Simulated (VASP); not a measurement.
Here is a VASP 6.6.1 calculation.

File INCAR:

```
ALGO = Normal
EDIFF = 1E-6
EDIFFG = -0.005
ENCUT = 600
GGA = PE
IBRION = 2
ISIF = 3
ISMEAR = -1
LASPH = True
LCHARG = False
LREAL = False
LWAVE = False
NELM = 80
NSW = 32
PREC = Accurate
PSTRESS = -1.7999999999999998
SIGMA = 0.1
```

The input KPOINTS:

```
k-points
0
Gamma
  13 13 13
```

The input POSCAR:

```
V
1.0
    0.0000000000      2.6593175518      2.6593175518
    2.6593175518      0.0000000000      2.6593175518
    2.6593175518      2.6593175518      0.0000000000
V
2
Direct
   -0.1250000000     -0.1250000000     -0.1250000000
    0.1250000000      0.1250000000      0.1250000000
```

Potentials or basis: VASP PAW PBE potentials, release 64 (V_sv).

The run is started by

```bash
$ cat potpaw_PBE.64/V_sv/POTCAR > POTCAR
$ mpirun -np 1 vasp_std > vasp.out
```

Question: Predict the space group after relaxing (to 0.1 Å).

Answer: Fd-3m (No. 227).

Question: Estimate the relaxed volume.

Answer: 18.92 Å³/atom.

Final structure:
```cif
data_structure
_symmetry_space_group_name_H-M 'P 1'
_symmetry_Int_Tables_number 1
_cell_length_a 3.7682
_cell_length_b 3.7682
_cell_length_c 3.7682
_cell_angle_alpha 60.000
_cell_angle_beta 60.000
_cell_angle_gamma 60.000
_cell_volume 37.83
loop_
_atom_site_label
_atom_site_type_symbol
_atom_site_fract_x
_atom_site_fract_y
_atom_site_fract_z
_atom_site_occupancy
V1 V 0.87500 0.87500 0.87500 1
V2 V 0.12500 0.12500 0.12500 1
```

Caveat: the cell is relaxed towards a set pressure, so the run minimises the enthalpy, not the energy.
